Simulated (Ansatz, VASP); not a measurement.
**GaSb: VASP beside Ansatz**

File INCAR:

```
PREC = Accurate
ENCUT = 520
EDIFF = 1E-6
ISMEAR = 0
SIGMA = 0.1
LREAL = False
LASPH = True
NELM = 60
ALGO = Normal
ISIF = 2
LWAVE = False
LCHARG = False
GGA = PE
NBANDS = 46
```

File KPOINTS:

```
regular mesh
0
Gamma
  4 4 4
```

Contents of POSCAR:

```
GaSb
1.0
    7.1944996800      0.0000000000      0.0000000000
    0.0000000000      7.1944996800      0.0000000000
    0.0000000000      0.0000000000      3.9275691700
Ga Sb
4 4
Direct
    0.6692432600      0.6692432600      0.5000000000
    0.1692432600      0.8307567400      0.2500000000
    0.3307567400      0.3307567400      0.0000000000
    0.8307567400      0.1692432600      0.7500000000
    0.8307567400      0.8307567400      0.0000000000
    0.3307567400      0.6692432600      0.7500000000
    0.1692432600      0.1692432600      0.5000000000
    0.6692432600      0.3307567400      0.2500000000
```

Input for Ansatz:

```yaml
crystal:
  lattice:
    - [7.19449968, 0.0, 0.0]
    - [0.0, 7.19449968, 0.0]
    - [0.0, 0.0, 3.92756917]
  atoms:
    - { symbol: Ga, position: [0.66924326, 0.66924326, 0.5] }
    - { symbol: Ga, position: [0.16924326, 0.83075674, 0.25] }
    - { symbol: Ga, position: [0.33075674, 0.33075674, 0.0] }
    - { symbol: Ga, position: [0.83075674, 0.16924326, 0.75] }
    - { symbol: Sb, position: [0.83075674, 0.83075674, 0.0] }
    - { symbol: Sb, position: [0.33075674, 0.66924326, 0.75] }
    - { symbol: Sb, position: [0.16924326, 0.16924326, 0.5] }
    - { symbol: Sb, position: [0.66924326, 0.33075674, 0.25] }
basis:
  ecutwfc: 420
kpoints:
  mp_grid: { grid: [4, 4, 4] }
hamiltonian:
  xc: pbe
scf:
  occupations: { method: gaussian, width: 0.1 }
  lower_state_search: "off"
output:
  forces: true
  stress: true
  eigenvalues: true
```

Alike in both runs: task single point; functional PBE; k mesh 4 × 4 × 4; occupations gaussian, width 0.1 eV; no spin polarisation.

|  | VASP | Ansatz |
| --- | --- | --- |
| version | VASP 6.6.1 | Ansatz 0.2.0 |
| potentials or method | VASP PAW PBE potentials, release 64 (Ga_d, Sb), cutoff 520 eV | scalar-relativistic, plane waves, PAW |
| valence electrons in the cell | 72 | 112 |

```tsv
	VASP	Ansatz	Ansatz less VASP
gap on the k mesh at the Fermi level (eV)	0.29	0.28	-0.007
least direct gap on the mesh (eV)	0.56	0.55	-0.008
pressure (GPa)	9.8	9.7	-0.10
traceless stress, the component that is largest in VASP (GPa)	4.43	4.41	-0.013
rms of the force components (eV/Å)	0.053	0.053	-0.0001
```

Atom by atom the forces differ by 0.000 eV/Å (rms over components). VASP's potentials hold 72 valence electrons a cell and Ansatz's 112, so a difference there can come from the potentials and not from the codes.

Spin-orbit coupling is off throughout.
